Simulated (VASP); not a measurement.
Be2S3:

```
Be S
1.0
     2.34125    2.68615   -0.04171
    -0.38097   -0.07662    6.63479
     4.63498   -5.32970    0.03684
Be S
4 6
Direct
  0.92345 0.82357 0.24687
  0.96794 0.79533 0.77310
  0.50947 0.21203 0.03067
  0.54716 0.20898 0.53213
  0.43426 0.62419 0.16566
  0.42956 0.62667 0.68110
  0.57681 0.34917 0.31675
  0.64212 0.36713 0.76238
  0.98869 0.99521 0.98705
  0.98054 0.99772 0.50429
```

| Property | Result |
| --- | --- |
| Program | VASP 6.6.1 |
| Task | relaxation of cell and atoms |
| Functional | PBE |
| Potentials or basis | VASP PAW PBE potentials, release 64 (Be, S) |
| Cutoff | 600 eV |
| k mesh | 4 × 2 × 2 |
| Occupations | gaussian, width 0.1 eV |
| Spin | no spin polarisation |

At the start: pressure -0.2 GPa; volume 16.53 Å³/atom.

**Question.** Where does the relaxation end?

**Answer.** Over 20 steps the energy falls by 184.5 meV/atom and the volume is 16.00 Å³/atom (-3.2 %); space group P1 (No. 1, to 0.1 Å) before, C2 (No. 5, to 0.1 Å).

The path:
| step | energy change (eV) | largest force (eV/Å) | pressure (GPa) | volume (Å³) |
| --- | --- | --- | --- | --- |
| 1 | 0.0000 | 5.3818 | -0.15 | 165.33 |
| 2 | -1.3799 | 1.9384 | -2.23 | 164.90 |
| 3 | -1.3825 | 1.8321 | -2.30 | 164.93 |
| 4 | -1.6943 | 0.6049 | -0.18 | 159.35 |
| 5 | -1.7136 | 0.6056 | 0.70 | 157.60 |
| 6 | -1.7813 | 0.3642 | 0.36 | 158.21 |
| 7 | -1.7882 | 0.3419 | 0.26 | 158.48 |
| 8 | -1.8126 | 0.2343 | -0.24 | 159.37 |
| 9 | -1.8131 | 0.2987 | -0.32 | 159.51 |
| 10 | -1.8295 | 0.1896 | 0.11 | 159.18 |
| 11 | -1.8306 | 0.2298 | 0.26 | 159.07 |
| 12 | -1.8387 | 0.0929 | -0.04 | 159.64 |
| 13 | -1.8388 | 0.1167 | -0.09 | 159.73 |
| 14 | -1.8415 | 0.0831 | -0.01 | 159.63 |
| 15 | -1.8417 | 0.1004 | 0.02 | 159.60 |
| 16 | -1.8435 | 0.0508 | 0.06 | 159.61 |
| 17 | -1.8437 | 0.0481 | 0.09 | 159.62 |
| 18 | -1.8444 | 0.0395 | -0.04 | 159.92 |
| 19 | -1.8445 | 0.0459 | -0.11 | 160.10 |
| 20 | -1.8450 | 0.0241 | -0.04 | 160.00 |

Final structure:
```yaml
crystal:
  lattice:
    - [2.36105, 2.61270, 0.00564]
    - [-0.33846, 0.00094, 6.48453]
    - [4.72307, -5.22301, 0.01043]
  atoms:
    - { symbol: Be, position: [0.94565, 0.81109, 0.24777] }
    - { symbol: Be, position: [0.94991, 0.81103, 0.74755] }
    - { symbol: Be, position: [0.50380, 0.18830, 0.02607] }
    - { symbol: Be, position: [0.50539, 0.18938, 0.52612] }
    - { symbol: S, position: [0.43076, 0.64235, 0.18906] }
    - { symbol: S, position: [0.43441, 0.64306, 0.68891] }
    - { symbol: S, position: [0.62176, 0.35725, 0.28347] }
    - { symbol: S, position: [0.62224, 0.35762, 0.78407] }
    - { symbol: S, position: [0.99247, 0.99967, 0.00332] }
    - { symbol: S, position: [0.99361, 0.00026, 0.50365] }
```

Caveat: the k points lie up to 0.48 Å⁻¹ apart in the final cell.
